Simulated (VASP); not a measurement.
The system is MoS2.

```
CELL_PARAMETERS angstrom
3.14139 0.00000 0.00000
-1.57069 2.72052 0.00000
0.00000 0.00000 12.83679
ATOMIC_POSITIONS crystal
Mo 0.66667 0.33333 0.25000
Mo 0.33333 0.66667 0.75000
S 0.66667 0.33333 0.62612
S 0.33333 0.66667 0.37388
S 0.66667 0.33333 0.87388
S 0.33333 0.66667 0.12612
```

This cell differs from its parent crystal: strain along c alone, the other axes held: +2.0 %.

* Program: VASP 6.6.1
* Task: relaxation of the atoms
* Functional: PBEsol
* Potentials or basis: VASP PAW PBE potentials, release 64 (Mo_sv, S)
* Cutoff: 520 eV
* k mesh: 12 × 12 × 2
* Occupations: gaussian, width 0.02 eV
* Spin: no spin polarisation

At the start: pressure -3.1 GPa; volume 18.28 Å³/atom.

Task: Where does the relaxation end?

Result: Over 3 steps the energy falls by 5.9 meV/atom at a fixed cell; space group P6_3/mmc (No. 194, to 0.1 Å) before and after.

The path:
```tsv
step	energy change (eV)	largest force (eV/Å)	pressure (GPa)
1	0.0000	0.5684	-3.09
2	-0.0349	0.0613	-0.48
3	-0.0353	0.0003	-0.17
```

Final structure:
```
Mo S
1.0
     3.14139    0.00000    0.00000
    -1.57069    2.72052    0.00000
     0.00000    0.00000   12.83679
Mo S
2 4
Cartesian
  1.5707 0.9068 3.2092
  0.0000 1.8137 9.6276
  1.5707 0.9068 8.0680
  0.0000 1.8137 4.7688
  1.5707 0.9068 11.1872
  0.0000 1.8137 1.6496
```

Caveat: the cell differs from its parent crystal (strain along c alone, the other axes held: +2.0 %); the PAW data sets were made with another functional, which shifts forces and pressure a little; this functional lacks dispersion, which binds layers or chains, so the pressure and a relaxed spacing across them are unreliable.
